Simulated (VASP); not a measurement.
Input of a VASP 6.6.1 run:

INCAR

```
  ALGO = Normal
  EDIFF = 1E-7
  EDIFFG = -0.04
  ENCUT = 600
  GGA = PE
  IBRION = 2
  ISIF = 3
  ISMEAR = 0
  LASPH = True
  LCHARG = False
  LREAL = False
  LWAVE = False
  NELM = 100
  NSW = 90
  PREC = Accurate
  SIGMA = 0.1
```

File KPOINTS:

```
k-points
0
Gamma
  6 6 6
```

Contents of POSCAR:

```
HfC2
1.0
    0.0000000000      3.0094783400      3.0094783400
    3.0094783400      0.0000000000      3.0094783400
    3.0094783400      3.0094783400      0.0000000000
Hf C
1 2
Direct
    0.5000000000      0.5000000000      0.5000000000
    0.7500000000      0.7500000000      0.7500000000
    0.2500000000      0.2500000000      0.2500000000
```

Potentials or basis: VASP PAW PBE potentials, release 64 (Hf_pv, C).

The run is started by

```sh
$ cat potpaw_PBE.64/Hf_pv/POTCAR potpaw_PBE.64/C/POTCAR > POTCAR
$ mpirun -np 1 vasp_std > vasp.out
```

**Question.** Estimate the band gap on the k mesh.

**Answer.** Zero (band 9 reaches 6.62 eV, above the bottom of band 10 at 4.31 eV).

**Question.** Predict the space group after relaxing (to 0.05 Å).

**Answer.** Fm-3m (No. 225).

Final structure:
```xyz
3
Lattice="0.0000 2.6565 2.6565 2.6565 0.0000 2.6565 2.6565 2.6565 0.0000" Properties=species:S:1:pos:R:3 pbc="T T T"
Hf    2.6565    2.6565    2.6565
C     3.9848    3.9848    3.9848
C     1.3283    1.3283    1.3283
```

Caveat: spin-orbit coupling is left out, which moves the levels of the heavy elements.
